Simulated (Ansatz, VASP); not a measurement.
# One calculation of ZnSb3, two programs

```
Zn Sb
1.0
     4.68420    0.00000    0.00000
     0.00000    4.68420    0.00000
     0.00000    0.00000    4.68420
Zn Sb
1 3
Direct
  0.00000 0.00000 0.00000
  0.00000 0.50000 0.50000
  0.50000 0.00000 0.50000
  0.50000 0.50000 0.00000
```

Alike in both runs: task relaxation of cell and atoms; functional PBE; k mesh 10 × 10 × 10; occupations gaussian, width 0.1 eV; no spin polarisation.

|  | VASP | Ansatz |
| --- | --- | --- |
| version | VASP 6.6.1 | Ansatz 0.2.0 |
| potentials or method | VASP PAW PBE potentials, release 64 (Zn, Sb), cutoff 600 eV | scalar-relativistic, plane waves, PAW |
| valence electrons in the cell | 27 | 57 |

VASP gave:

* gap on the k mesh at the Fermi level, each at its own relaxed structure (eV): none
* relaxed volume (Å³/atom): 25.53
* relaxed cell length with the largest relative difference (Å): 4.674

Problem. Estimate Ansatz's values.

Solution. gap on the k mesh at the Fermi level, each at its own relaxed structure (eV): none; relaxed volume (Å³/atom): 25.56; relaxed cell length with the largest relative difference (Å): 4.676.

A gap of «none» marks a metal or a gap that the smearing closes. VASP's potentials hold 27 valence electrons a cell and Ansatz's 57, so a difference there can come from the potentials and not from the codes.

Spin-orbit coupling is off throughout.
